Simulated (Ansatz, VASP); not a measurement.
# Zr2HS4: VASP beside Ansatz

The input INCAR:

```
SYSTEM = Zr2HS4
PREC     = Accurate       ! precision mode
ENCUT    = 400            ! plane-wave cutoff, eV
EDIFF    = 1E-6           ! SCF threshold, eV
ISMEAR   = 0              ! smearing method
SIGMA    = 0.05           ! smearing width, eV
LREAL    = .False.        ! projectors in reciprocal space
LASPH    = .True.         ! aspherical terms in the spheres
NELM     = 120            ! most SCF steps
ALGO     = Normal         ! electronic algorithm
ISIF     = 2              ! what is computed and relaxed
LWAVE    = .False.        ! write WAVECAR
LCHARG   = .False.        ! write CHGCAR
LDIPOL   = .True.       
IDIPOL   = 3            
DIPOL    = 0.5 0.5 0.285
GGA      = PE             ! functional
IVDW     = 12             ! dispersion correction
NBANDS   = 62             ! bands
GGA_COMPAT= .False.      
NELMDL   = -8
```

Contents of KPOINTS:

```
Automatic mesh
0
Gamma
  6 6 1
  0 0 0
```

POSCAR

```
Zr2HS4
1.0
    7.2976778227      0.0000000000      0.0000000000
   -3.6488389114      6.3199743831      0.0000000000
    0.0000000000      0.0000000000     20.9171506047
S Zr H
8 4 2
Direct
    0.3333333333      0.1666666667      0.1912306354
    0.3333333333      0.6666666667      0.1912306354
    0.8333333333      0.1666666667      0.1912306354
    0.8333333333      0.6666666667      0.1912306354
    0.1666666667      0.3333333333      0.3306927762
    0.1666666667      0.8333333333      0.3306927762
    0.6666666667      0.3333333333      0.3306927762
    0.6666666667      0.8333333333      0.3306927762
    0.0000000000      0.0000000000      0.2609617058
    0.0000000000      0.5000000000      0.2609617058
    0.5000000000      0.0000000000      0.2609617058
    0.5000000000      0.5000000000      0.2609617058
    0.3869988249      0.7739976498      0.4286984769
    0.4463345084      0.8926690169      0.4286984769
```

Input for Ansatz:

```yaml
crystal:
  lattice:
    - [7.2976778227, 0.0, 0.0]
    - [-3.6488389114, 6.3199743831, 0.0]
    - [0.0, 0.0, 20.9171506047]
  atoms:
    - { symbol: S, position: [0.3333333333, 0.1666666667, 0.1912306354] }
    - { symbol: S, position: [0.3333333333, 0.6666666667, 0.1912306354] }
    - { symbol: S, position: [0.8333333333, 0.1666666667, 0.1912306354] }
    - { symbol: S, position: [0.8333333333, 0.6666666667, 0.1912306354] }
    - { symbol: Zr, position: [0.0, 0.0, 0.2609617058] }
    - { symbol: Zr, position: [0.0, 0.5, 0.2609617058] }
    - { symbol: Zr, position: [0.5, 0.0, 0.2609617058] }
    - { symbol: Zr, position: [0.5, 0.5, 0.2609617058] }
    - { symbol: S, position: [0.1666666667, 0.3333333333, 0.3306927762] }
    - { symbol: S, position: [0.1666666667, 0.8333333333, 0.3306927762] }
    - { symbol: S, position: [0.6666666667, 0.3333333333, 0.3306927762] }
    - { symbol: S, position: [0.6666666667, 0.8333333333, 0.3306927762] }
    - { symbol: H, position: [0.3869988249, 0.7739976498, 0.4286984769] }
    - { symbol: H, position: [0.4463345084, 0.8926690169, 0.4286984769] }
basis:
  ecutwfc: 420
kpoints:
  mp_grid: { grid: [6, 6, 1] }
hamiltonian:
  xc: pbe
  pseudopotentials: { kind: paw, azcp: { folder: soft_1 } }
  dispersion: d3bj
scf:
  occupations: { method: gaussian, width: 0.05 }
output:
  forces: true
  eigenvalues: true
efield:
  axis: 3
  dipole_correction: true
  ramp_width: 0.04
```

Alike in both runs: task single point; functional PBE; dispersion D3(BJ); k mesh 6 × 6 × 1; occupations gaussian, width 0.05 eV; no spin polarisation.

```csv
,VASP,Ansatz
version,VASP 6.6.1,Ansatz 0.2.0
potentials or method,"VASP PAW PBE potentials, release 64 (S, Zr_sv, H), cutoff 400 eV","scalar-relativistic, plane waves, PAW"
valence electrons in the cell,98,98
```

Ansatz gave:

| Quantity | Value |
| --- | --- |
| gap on the k mesh at the Fermi level (eV) | 1.10 |
| least direct gap on the mesh (eV) | 1.10 |
| rms of the force components (eV/Å) | 0.081 |

What did VASP give for the same quantities?

gap on the k mesh at the Fermi level (eV): 1.10; least direct gap on the mesh (eV): 1.10; rms of the force components (eV/Å): 0.080.
